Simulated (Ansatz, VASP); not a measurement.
**AlN: VASP beside Ansatz**

Contents of INCAR:

```
SYSTEM = AlN
ALGO = Normal
EDIFF = 1E-6
ENCUT = 520
GGA = PE
ISIF = 2
ISMEAR = -1
LASPH = .TRUE.
LCHARG = .FALSE.
LREAL = .FALSE.
LWAVE = .FALSE.
NBANDS = 11
NELM = 60
PREC = Accurate
SIGMA = 0.02
```

File KPOINTS:

```
k-points
0
G
  10 10 10
  0 0 0
```

File POSCAR:

```
AlN
1.0
    0.0000000000      2.0188684521      1.9986797676
    2.0188684521      0.0000000000      1.9986797676
    2.0188684521      2.0188684521      0.0000000000
Al N
1 1
Direct
    0.0000000000      0.0000000000      0.0000000000
    0.5000000000      0.5000000000      0.5000000000
```

Input for Ansatz:

```yaml
crystal:
  lattice:
    - [0.0, 2.0188684521, 1.9986797676]
    - [2.0188684521, 0.0, 1.9986797676]
    - [2.0188684521, 2.0188684521, 0.0]
  atoms:
    - { symbol: Al, position: [0.0, 0.0, 0.0] }
    - { symbol: "N", position: [0.5, 0.5, 0.5] }
kpoints:
  mp_grid: { grid: [10, 10, 10] }
  band_path:
    path:
      - [0.0, 0.0, 0.0]
      - [0.5, 0.0, 0.5]
      - [0.625, 0.25, 0.625]
      - [0.375, 0.375, 0.75]
      - [0.5, 0.5, 0.5]
      - [0.5, 0.25, 0.75]
      - [0.5, 0.5, 0.0]
    npoints: 1
hamiltonian:
  xc: pbe
scf:
  occupations: { method: fermi_dirac, width: 0.02 }
  n_extra_bands: 4
output:
  forces: true
  stress: true
  eigenvalues: true
  write_density: true
  write_potential: true
  elf: true
  volumetric_format: npy
```

Change from the starting cell: uniaxial_z strain -1.0%.

Alike in both runs: task single point; functional PBE; k mesh 10 × 10 × 10; occupations fermi-dirac, width 0.02 eV; no spin polarisation.

```csv
,VASP,Ansatz
version,VASP 6.6.1,Ansatz 0.2.0
potentials or method,"VASP PAW PBE potentials, release 64 (Al, N)","plane waves, PAW"
plane-wave cutoff (eV),520,420
valence electrons in the cell,8,8
```

VASP gave:

| Item | Value |
| --- | --- |
| gap on the k mesh at the Fermi level (eV) | 4.66 |
| pressure (GPa) | 9.0 |
| traceless stress, the component that is largest in VASP (GPa) | 2.14 |

Question: What did Ansatz give for the same quantities?

Answer: gap on the k mesh at the Fermi level (eV): 4.68; pressure (GPa): 9.3; traceless stress, the component that is largest in VASP (GPa): 2.14.
